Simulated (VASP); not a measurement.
# In3As3H2 in VASP: notebook

Runs on In3As3H2. Level: PBEsol. Tasks: single point.

All numbers are computed with VASP 6.6.1; they aren't measurements. Logs are shortened: lines on timing, memory, paths and dates and some standing lists are left out, and cuts for length are marked.

## Step 1: The cell of the first run

The cell holds a slab with vacuum, 8 atoms: a = 4.304 Å, b = 4.304 Å, c = 26.908 Å, α = 90.00°, β = 90.00°, γ = 120.00°.

## Step 2: Single point, PBEsol

File INCAR:

```
PREC = Accurate ; ENCUT = 520
EDIFF = 1E-6 ; ISMEAR = 0
SIGMA = 0.1 ; LREAL = False
LASPH = True ; NELM = 60
ALGO = Normal ; ISIF = 2
LWAVE = False ; LCHARG = False
LDIPOL = True ; IDIPOL = 3
DIPOL = 0.5 0.5 0.530 ; GGA = PS
NBANDS = 38
```

File KPOINTS:

```
Automatic mesh
0
Gamma
  9 9 1
```

File POSCAR:

```
In3As3H2
1.0
    4.3044884350      0.0000000000      0.0000000000
   -2.1522442175      3.7277963350      0.0000000000
    0.0000000000      0.0000000000     26.9078502021
As In H
3 3 2
Direct
    0.0000000000      0.0000000000      0.3158929434
    0.3333333333      0.6666666667      0.4465091042
    0.6725367532      0.3355697633      0.5791569154
    0.3333333333      0.6666666667      0.3485469836
    0.6666635456      0.3333503916      0.4767703449
    0.0063660955      0.0024536996      0.6074234830
   -0.2044286464     -0.1557782358      0.7194151250
   -0.2514190920     -0.1772140353      0.7469588557
```

Potentials or basis: VASP PAW PBE potentials, release 64 (As, In_d, H).

On the command line:

```console
> cat potpaw_PBE.64/As/POTCAR potpaw_PBE.64/In_d/POTCAR potpaw_PBE.64/H/POTCAR > POTCAR
> mpirun -np 1 vasp_std > vasp.out
```

OUTCAR:

```text
PREC = Accurate
   ENCUT = 520
   EDIFF = 1E-6
   ISMEAR = 0
   LREAL = False
   LASPH = True
   NELM = 60
   ISIF = 2
   GGA = PS

 ion  position               nearest neighbor table
   1  0.000  0.000  0.316-   4 2.64   4 2.64   4 2.64
   2  0.333  0.667  0.447-   5 2.62   5 2.62   5 2.62   4 2.64
   3  0.673  0.336  0.579-   6 2.60   6 2.60   6 2.60   5 2.76
   4  0.333  0.667  0.349-   2 2.64   1 2.64   1 2.64   1 2.64
   5  0.667  0.333  0.477-   2 2.62   2 2.62   2 2.62   3 2.76
   6  0.006  0.002  0.607-   3 2.60   3 2.60   3 2.60
   7  0.796  0.844  0.719-   8 0.76
   8  0.749  0.823  0.747-   7 0.76

  LATTYP: Found a hexagonal cell.
 ALAT       =     4.3044884350
 C/A-ratio  =     6.2511145304

  Lattice vectors:

 A1 = (   4.3044884350,   0.0000000000,   0.0000000000)
 A2 = (  -2.1522442175,   3.7277963350,   0.0000000000)
 A3 = (   0.0000000000,   0.0000000000,  26.9078502021)

Analysis of symmetry for initial positions (statically):
=====================================================================
 Subroutine PRICEL returns:
 Original cell was already a primitive cell.

 Routine SETGRP: Setting up the symmetry group for a
 hexagonal supercell.

 Subroutine GETGRP returns: Found  1 space group operations
 (whereof  1 operations were pure point group operations)
 out of a pool of 24 trial point group operations.

The static configuration has the point symmetry C_1 .

Analysis of symmetry for dynamics (positions and initial velocities):
=====================================================================
 Subroutine PRICEL returns:
 Original cell was already a primitive cell.

 Routine SETGRP: Setting up the symmetry group for a
 hexagonal supercell.

 Subroutine GETGRP returns: Found  1 space group operations
 (whereof  1 operations were pure point group operations)
 out of a pool of 24 trial point group operations.

The dynamic configuration has the point symmetry C_1 .

 Subroutine INISYM returns: Found  1 space group operations
 (whereof  1 operations are pure point group operations),
 and found     1 'primitive' translations

----------------------------------------------------------------------------------------

                                     Primitive cell

  volume of cell :     431.7703

  direct lattice vectors                    reciprocal lattice vectors
     4.304488435  0.000000000  0.000000000     0.232315643  0.134127499  0.000000000
    -2.152244217  3.727796335  0.000000000     0.000000000  0.268254998  0.000000000
     0.000000000  0.000000000 26.907850202     0.000000000  0.000000000  0.037163876

  length of vectors
     4.304488435  4.304488435 26.907850202     0.268254998  0.268254998  0.037163876

  position of ions in fractional coordinates (direct lattice)
     0.000000000  0.000000000  0.315892943
     0.333333333  0.666666667  0.446509104
     0.672536753  0.335569763  0.579156915
     0.333333333  0.666666667  0.348546984
     0.666663546  0.333350392  0.476770345
     0.006366095  0.002453700  0.607423483
     0.795571354  0.844221764  0.719415125
     0.748580908  0.822785965  0.746958856

  ion indices of the primitive-cell ions
   primitive index   ion index
                 1           1
                 2           2
                 3           3
                 4           4
                 5           5
                 6           6
                 7           7
                 8           8

----------------------------------------------------------------------------------------

 KPOINTS: Automatic mesh

Automatic generation of k-mesh.
 Grid dimensions read from file:
 generate k-points for:    9    9    1

 Generating k-lattice:

  Cartesian coordinates                     Fractional coordinates (reciprocal lattice)
     0.025812849  0.014903055  0.000000000     0.111111111 -0.000000000  0.000000000
     0.000000000  0.029806111  0.000000000     0.000000000  0.111111111  0.000000000
     0.000000000  0.000000000  0.037163876     0.000000000  0.000000000  1.000000000

  Length of vectors
     0.029806111  0.029806111  0.037163876

  Shift w.r.t. Gamma in fractional coordinates (k-lattice)
     0.000000000  0.000000000  0.000000000

 Subroutine IBZKPT returns following result:
 ===========================================

 Found     41 irreducible k-points:

 Following reciprocal coordinates:
            Coordinates               Weight
  0.000000  0.000000  0.000000      1.000000
  0.111111  0.000000  0.000000      2.000000
  0.000000  0.111111  0.000000      2.000000
 -0.111111  0.111111  0.000000      2.000000
  0.222222 -0.000000  0.000000      2.000000
  0.000000  0.222222  0.000000      2.000000
[... 16 lines left out ...]
  0.333333  0.111111  0.000000      2.000000
 -0.111111  0.444444  0.000000      2.000000
 [... further k-points ...]
   k-points           NKPTS =     41   k-points in BZ     NKDIM =     41   number of bands    NBANDS=     38
   number of dos      NEDOS =    301   number of ions     NIONS =      8
   total plane-waves  NPLWV = 204800
   dimension x,y,z NGX =    32 NGY =   32 NGZ =  200
   dimension x,y,z NGXF=    64 NGYF=   64 NGZF=  400
   ions per type =               3   3   2
   NGX,Y,Z   is equivalent  to a cutoff of  12.36, 12.36, 12.36 a.u.
   NGXF,Y,Z  is equivalent  to a cutoff of  24.72, 24.72, 24.71 a.u.
 SYSTEM =  unknown system
   PREC   = accura    normal or accurate (medium, high low for compatibility)
   ISTART =      0    job   : 0-new  1-cont  2-samecut
   ICHARG =      2    charge: 1-file 2-atom 10-const
   ISPIN  =      1    spin polarized calculation?
   LNONCOLLINEAR =      F non collinear calculations
   LSORBIT =      F    spin-orbit coupling
   LASPH  =      T    aspherical Exc in radial PAW
   ENCUT  =  520.0 eV  38.22 Ry    6.18 a.u.   8.00  8.00 50.03*2*pi/ulx,y,z
   NELM   =     60;   NELMIN=  2; NELMDL= -5     # of ELM steps
   EDIFF  = 0.1E-05   stopping-criterion for ELM
   LREAL  =      F    real-space projection
   EDIFFG = 0.1E-04   stopping-criterion for IOM
   NSW    =      0    number of steps for IOM
   IBRION =     -1    ionic relax: 0-MD 1-quasi-New 2-CG
   NFREE  =      0    steps in history (QN), initial steepest desc. (CG)
   ISIF   =      2    stress and relaxation
   ISYM   =      2    0-nonsym 1-usesym 2-fastsym
   POTIM  = 0.5000    time-step for ionic-motion
   TEBEG  =    0.0;   TEEND  =   0.0 temperature during run
   PSTRESS=    0.0 pullay stress
   NELECT =      56.0000    total number of electrons
   NUPDOWN=      -1.0000    fix difference up-down
   EMIN   =  10.00;   EMAX   =-10.00  energy-range for DOS
   EFERMI =   0.00;   METHOD = LEGACY
   ISMEAR =     0;   SIGMA  =   0.10  broadening in eV -4-tet -1-fermi 0-gaus
   EFERMI_NEDOS =   21; number of points for ismear=-14 and -15
   IALGO  =     38    algorithm
   IMIX   =      4    mixing-type and parameters
     AMIX     =   0.40;   BMIX     =  1.00
     AMIX_MAG =   1.60;   BMIX_MAG =  1.00
  volume/ion in A,a.u.               =      53.97       364.22
  Fermi-wavevector in a.u.,A,eV,Ry     =   0.828680  1.565977  9.343253  0.686710
  Thomas-Fermi vector in A             =   1.941097
   LORBIT       =      0    0 simple, 1 ext, 2 COOP (PROOUT), +10 PAW based schemes
   GGA     = PS    functional components
   LHFCALC =     F    Hartree Fock is set to
   AEXX    =    0.0000 exact exchange contribution
   IVDW    =     0    specifies the selected vdW correction
   LEPSILON=     F    determine dielectric tensor
   LRPA    =     F    only Hartree local field effects (RPA)
 non-spin polarized calculation
 Gauss-broadening in eV      SIGMA  =   0.10
  energy-cutoff  :      520.00
  volume of cell :      431.77
 maximum number of plane-waves:     11665
   NGX = 17   NGY = 17   NGZ =101

 dipolmoment           0.000000      0.000000      0.035978 electrons x Angstroem

 number of electron      56.0000000 magnetization

 dipolmoment           0.000000      0.000000     -0.208375 electrons x Angstroem

 Free energy of the ion-electron system (eV)
  ---------------------------------------------------
  ext. energy  EPLUGINS =         0.00000000
  ---------------------------------------------------
  free energy    TOTEN  =       -30.13587541 eV

  energy without entropy =      -30.11927942  energy(sigma->0) =      -30.12757741

 E-fermi :  -0.7541     XC(G=0):  -4.4140

 val. band max:       -0.8102650733   @ k =   0.0000   0.0000   0.0000
 cond. band min:      -0.7412695687   @ k =   0.4444   0.1111   0.0000
 fundamental gap:      0.0689955046
 Fermi energy:        -0.7540682708

 k-point     1 :       0.0000    0.0000    0.0000
  band No.  band energies     occupation
      1     -16.0349      2.00000
      2     -15.9556      2.00000
      3     -15.9545      2.00000
      4     -15.8635      2.00000
      5     -15.8629      2.00000
      6     -15.5378      2.00000
[... 30 lines left out ...]
     37       3.2653      0.00000
     38       3.3317      0.00000

 k-point     2 :       0.1111    0.0000    0.0000
  band No.  band energies     occupation
      1     -16.0404      2.00000
      2     -15.9559      2.00000
      3     -15.9508      2.00000
      4     -15.8646      2.00000
      5     -15.8609      2.00000
      6     -15.5370      2.00000
[... 30 lines left out ...]
     37       3.3896      0.00000
     38       3.5008      0.00000
[... 859 lines left out ...]
     37       3.9735      0.00000
     38       4.4697      0.00000

 k-point    24 :      -0.1111    0.4444    0.0000
  band No.  band energies     occupation
      1     -16.0934      2.00000
      2     -15.9401      2.00000
      3     -15.9350      2.00000
      4     -15.8727      2.00000
      5     -15.8357      2.00000
      6     -15.5648      2.00000
[... 30 lines left out ...]
     37       3.9744      0.00000
     38       4.4709      0.00000

 [... further k-points ...]

------------------------ aborting loop because EDIFF is reached ----------------------------------------

 vacuum level on the upper side and lower side of the slab       (xc-potential included)        -1.339         0.989

  FORCE on cell =-STRESS in cart. coord.  units (eV):
  Direction    XX          YY          ZZ          XY          YZ          ZX
  --------------------------------------------------------------------------------------
  -------------------------------------------------------------------------------------
  Total        0.0125817      0.0075749      1.2026001      0.0062256     -0.0114048     -0.0183222
  in kB        0.0466870      0.0281083      4.4625090      0.0231015     -0.0423201     -0.0679883
  external PRESSURE =       1.5124348 kB  Pullay stress =       0.0000000 kB

 VOLUME and BASIS-vectors are now :
 -----------------------------------------------------------------------------
  energy-cutoff  :      520.00
  volume of cell :      431.77
      direct lattice vectors                 reciprocal lattice vectors
     4.304488435  0.000000000  0.000000000     0.232315643  0.134127499  0.000000000
    -2.152244217  3.727796335  0.000000000     0.000000000  0.268254998  0.000000000
     0.000000000  0.000000000 26.907850202     0.000000000  0.000000000  0.037163876

 POSITION                                       TOTAL-FORCE (eV/Angst)
 -----------------------------------------------------------------------------------
      0.00000      0.00000      8.50000        -0.000652     -0.000156      0.060046
     -0.00000      2.48520     12.01460         0.001514      0.001033      0.464983
      2.17270      1.25094     15.58387         0.000263      0.000189     -0.004001
     -0.00000      2.48520      9.37865         0.001254      0.000457     -0.537424
      2.15219      1.24266     12.82887        -0.000206     -0.000103      0.004127
      0.02212      0.00915     16.34446         0.000100     -0.000054      0.011872
      1.60756      3.14709     19.35791         0.002203      0.001246     -0.011909
      1.45142      3.06718     20.09906        -0.004476     -0.002613      0.012306
 -----------------------------------------------------------------------------------
    total drift:                               -0.000344     -0.000225     -0.000302

  FREE ENERGIE OF THE ION-ELECTRON SYSTEM (eV)
  ---------------------------------------------------
  free  energy   TOTEN  =       -30.1358754062 eV

  energy  without entropy=      -30.1192794162  energy(sigma->0) =      -30.12757741

 vacuum level on the upper side and lower side of the slab         2.393         4.766
```

Run time: 15 min. Hardware: 1 thread of Intel Xeon 6975P-C (Granite Rapids), shared host; peak memory 0.84 GiB.

What came out:

```yaml
Free_energy: -30.1359 eV
Largest_force: 0.537 eV/Å
Band_gap_on_the_k_mesh: zero (bands 28 and 29 overlap by 0.18 eV)
```

Forces on the atoms (eV/Å):
```
As  -0.001  0.000  0.060
As   0.002  0.001  0.465
As   0.000  0.000 -0.004
In   0.001  0.000 -0.537
In   0.000  0.000  0.004
In   0.000  0.000  0.012
H    0.002  0.001 -0.012
H   -0.004 -0.003  0.012
```

Caveat: the PAW data sets were made with another functional, which shifts forces and pressure a little; spin-orbit coupling is left out, which moves the levels of the heavy elements.

## Step 3: Single point, PBEsol

Changes to INCAR since step 2:

```diff
@@ -4,3 +4,3 @@
 LASPH = True ; NELM = 60
-ALGO = Normal ; ISIF = 2
+ALGO = Fast ; ISIF = 2
 LWAVE = False ; LCHARG = False
```

KPOINTS is that of step 2.

POSCAR is that of step 2.

Potentials or basis: VASP PAW PBE potentials, release 64 (As, In_d, H).

On the command line:

```console
> cat potpaw_PBE.64/As/POTCAR potpaw_PBE.64/In_d/POTCAR potpaw_PBE.64/H/POTCAR > POTCAR
> mpirun -np 1 vasp_std > vasp.out
```

Wall time 62 min (1 thread of Oxide Virtual Turin-like, shared host); peak memory 0.82 GiB.

The run converged. Its results:

* Free energy: -30.1359 eV
* Largest force: 0.537 eV/Å
* Band gap on the k mesh: zero (bands 28 and 29 overlap by 0.18 eV)

Forces on the atoms (eV/Å):
```
As  -0.001  0.000  0.060
As   0.002  0.001  0.465
As   0.000  0.000 -0.004
In   0.001  0.000 -0.537
In   0.000  0.000  0.004
In   0.000  0.000  0.012
H    0.002  0.001 -0.012
H   -0.004 -0.003  0.012
```

Levels at points of the mesh, in eV from the Fermi level:
```
           k point  band 25  band 26  band 27  band 28  band 29  band 30  band 31  band 32
(0.00, 0.00, 0.00)    -0.90    -0.90    -0.06     0.19     0.19     0.57     1.25     1.57
```

Caveat: the PAW data sets were made with another functional, which shifts forces and pressure a little; spin-orbit coupling is left out, which moves the levels of the heavy elements.

The gap in the log of VASP goes by the Fermi energy; the results here count the filled bands.